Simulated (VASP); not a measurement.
Crystal: V.

```
CELL_PARAMETERS angstrom
0.00000 1.89638 1.89638
1.89638 0.00000 1.89638
1.89638 1.89638 0.00000
ATOMIC_POSITIONS crystal
V 0.00000 0.00000 0.00000
```

| Item | Value |
| --- | --- |
| Program | VASP 6.6.1 |
| Task | relaxation of cell and atoms |
| Functional | PBEsol |
| Potentials or basis | VASP PAW PBE potentials, release 64 (V_sv) |
| Cutoff | 600 eV |
| k mesh | 18 × 18 × 18 |
| Occupations | gaussian, width 0.1 eV |
| Spin | no spin polarisation |

At the start: pressure -3.3 GPa; volume 13.64 Å³/atom.

Question: How do energy, volume and symmetry change on relaxing?

Answer: Over 3 steps the energy falls by 2.6 meV/atom and the volume is 13.39 Å³/atom (-1.8 %); space group Fm-3m (No. 225, to 0.05 Å).

Step by step:
| step | energy change (eV) | largest force (eV/Å) | pressure (GPa) | volume (Å³) |
| --- | --- | --- | --- | --- |
| 1 | 0.0000 | 0.0000 | -3.28 | 13.64 |
| 2 | 0.0014 | 0.0000 | 4.58 | 13.10 |
| 3 | -0.0026 | 0.0000 | -0.04 | 13.39 |

Final structure:
```
CELL_PARAMETERS angstrom
0.00000 1.88472 1.88472
1.88472 0.00000 1.88472
1.88472 1.88472 0.00000
ATOMIC_POSITIONS crystal
V 0.00000 0.00000 0.00000
```

Caveat: the PAW data sets were made with another functional, which shifts forces and pressure a little.
